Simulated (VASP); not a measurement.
Wanted: the native input for a VASP 6.6.1 run.

* Task: single point
* Functional: LDA
* Potentials or basis: VASP PAW PBE potentials, release 64 (Gd, Re)
* Cutoff: 520 eV
* k mesh: 10 × 10 × 10
* Occupations: gaussian, width 0.05 eV
* Spin: collinear spin, ferromagnetic start
* Starting moments: [7.0, 0.0] μB
* Dipole correction: no
* Further INCAR settings: ALGO = Normal; EDIFF = 1e-07; NBANDS = 24

The structure of GdRe lies in POSCAR:

```
GdRe
1.0
    3.4599047400      0.0000000000      0.0000000000
    0.0000000000      3.4599047400      0.0000000000
    0.0000000000      0.0000000000      3.4599047400
Gd Re
1 1
Direct
    0.0000000000      0.0000000000      0.0000000000
    0.5000000000      0.5000000000      0.5000000000
```

One way to write it, as run:

INCAR

```
SYSTEM = GdRe
ALGO = Normal ; EDIFF = 1E-7
ENCUT = 520 ; GGA = CA
ISIF = 2 ; ISMEAR = 0
ISPIN = 2 ; LASPH = .True.
LCHARG = .False. ; LMAXMIX = 6
LORBIT = 11 ; LREAL = .False.
LWAVE = .False. ; MAGMOM = 7 0
NBANDS = 24 ; NELM = 150
PREC = Accurate ; SIGMA = 0.05
```

KPOINTS

```
k-points
0
Gamma
  10 10 10
  0 0 0
```

Potentials or basis: VASP PAW PBE potentials, release 64 (Gd, Re).

Run with:

```bash
$ cat potpaw_PBE.64/Gd/POTCAR potpaw_PBE.64/Re/POTCAR > POTCAR
$ mpirun -np 1 vasp_std > vasp.out
```

It gave:

The pressure is -9.0 GPa, the net moment is 6.57 μB per cell and the site moments are Gd +6.75; Re -0.40 μB. The valence electrons inside the program's atomic spheres are Gd 15.35; Re 5.82.

Caveat: the PAW data sets were made with another functional, which shifts forces and pressure a little.

Wall time 2.3 min on 1 thread of Intel(R) Xeon(R) 6975P-C (Granite Rapids), with other jobs on the host, peak memory 0.23 GiB.
